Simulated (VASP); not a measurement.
A run of VASP 6.6.1 is set up as follows.

INCAR

```
SYSTEM = AlH4
PREC     = Accurate       ! precision mode
ENCUT    = 600            ! plane-wave cutoff, eV
EDIFF    = 1E-6           ! SCF threshold, eV
ISMEAR   = 0              ! smearing method
SIGMA    = 0.1            ! smearing width, eV
LREAL    = .FALSE.        ! projectors in reciprocal space
LASPH    = .TRUE.         ! aspherical terms in the spheres
NELM     = 100            ! most SCF steps
ALGO     = Normal         ! electronic algorithm
ISIF     = 3              ! what is computed and relaxed
LWAVE    = .FALSE.        ! write WAVECAR
LCHARG   = .FALSE.        ! write CHGCAR
GGA      = PE             ! functional
IBRION   = 2              ! ionic algorithm
NSW      = 90             ! ionic steps
EDIFFG   = -0.04          ! ionic threshold
```

KPOINTS

```
regular mesh
0
G
  6 6 6
  0 0 0
```

Contents of POSCAR:

```
AlH4
1.0
    3.2053692100      0.0000000000      0.0000000000
   -1.6026846100      2.7759311700      0.0000000000
    0.0000000000      0.0000000000      3.1942538500
Al H
1 4
Direct
    0.0000000000      0.0000000000      0.0000000000
    0.3333333300      0.6666666700      0.0000000000
    0.6666666700      0.3333333300      0.0000000000
    0.0000000000      0.0000000000      0.3490547300
    0.0000000000      0.0000000000      0.6509452700
```

Potentials or basis: VASP PAW PBE potentials, release 64 (Al, H).

The run is started by

```sh
$ cat potpaw_PBE.64/Al/POTCAR potpaw_PBE.64/H/POTCAR > POTCAR
$ mpirun -np 1 vasp_std > vasp.out
```

Predict the space group after relaxing (to 0.05 Å).

P6/mmm (No. 191).

What does it give for the relaxed cell?

a = 3.321 Å, b = 3.321 Å, c = 4.565 Å, α = 90.00°, β = 90.00°, γ = 120.00°.

Estimate the relaxed volume.

8.72 Å³/atom.

Forces on the atoms (eV/Å):
```
Al   0.000  0.000  0.000
H    0.000  0.000  0.000
H    0.000  0.000  0.000
H    0.000  0.000  0.005
H    0.000  0.000 -0.005
```

Caveat: the k points lie up to 0.36 Å⁻¹ apart in the final cell; the volume moved by over 15 % at a fixed basis, so the end points are rough.
